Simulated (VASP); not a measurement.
Write the native input for VASP 6.6.1 that does the following.

* Task: single point
* Functional: r2SCAN
* Potentials or basis: VASP PAW PBE potentials, release 64 (Cu)
* Cutoff: 520 eV
* k mesh: 24 × 24 × 24
* Occupations: gaussian, width 0.15 eV
* Spin: no spin polarisation
* Dipole correction: no
* Further INCAR settings: ALGO = Normal; EDIFF = 1e-06; NBANDS = 12

Cu:

```xyz
1
Lattice="-1.4428 1.5871 1.3761 1.4428 -1.5871 1.3761 1.4428 1.5871 -1.3761" Properties=species:S:1:pos:R:3 pbc="T T T"
Cu    0.0000    0.0000    0.0000
```

This cell differs from its parent crystal: strain +0.1000 x Voigt [0, 1, 0, 0, 0, 0].

One way to write it, as run:

POSCAR

```
Cu
1.0
   -1.4427933200      1.5870726520      1.3760814500
    1.4427933200     -1.5870726520      1.3760814500
    1.4427933200      1.5870726520     -1.3760814500
Cu
1
Direct
    0.0000000000      0.0000000000      0.0000000000
```

INCAR.step1

```
SYSTEM = Cu
  PREC = Accurate
  ENCUT = 520
  ISMEAR = 0
  SIGMA = 0.15
  LREAL = .False.
  LASPH = .True.
  NELM = 80
  NBANDS = 12
  GGA = PE
  ALGO = Normal
  EDIFF = 1E-4
  LWAVE = .True.
  LCHARG = .False.
```

INCAR.step2

```
SYSTEM = Cu
  PREC = Accurate
  ENCUT = 520
  EDIFF = 1E-6
  ISMEAR = 0
  SIGMA = 0.15
  LREAL = .False.
  LASPH = .True.
  NELM = 80
  ALGO = Normal
  ISIF = 2
  LWAVE = .False.
  LCHARG = .False.
  METAGGA = R2SCAN
  LMIXTAU = .True.
  NBANDS = 12
  ISTART = 1
```

KPOINTS

```
regular mesh
0
Gamma
  24 24 24
  0 0 0
```

Potentials or basis: VASP PAW PBE potentials, release 64 (Cu).

Command:

```bash
$ cat potpaw_PBE.64/Cu/POTCAR > POTCAR
$ cp INCAR.step1 INCAR
$ mpirun -np 1 vasp_std > vasp.out
$ cp INCAR.step2 INCAR
$ mpirun -np 1 vasp_std > vasp.out
```

It gave:

```json
{
  "Pressure": "-11.2 GPa",
  "Band gap on the k mesh": "zero (an odd number of electrons rules out a gap without spin polarisation)"
}
```

Caveat: the cell differs from its parent crystal (strain +0.1000 x Voigt [0, 1, 0, 0, 0, 0]); the cell stands under tension; the PAW data sets were made with another functional, which shifts forces and pressure a little.

Wall time 9.7 min on 1 thread of Intel(R) Xeon(R) Platinum 8488C (Sapphire Rapids) (shared host), peak memory 0.38 GiB.
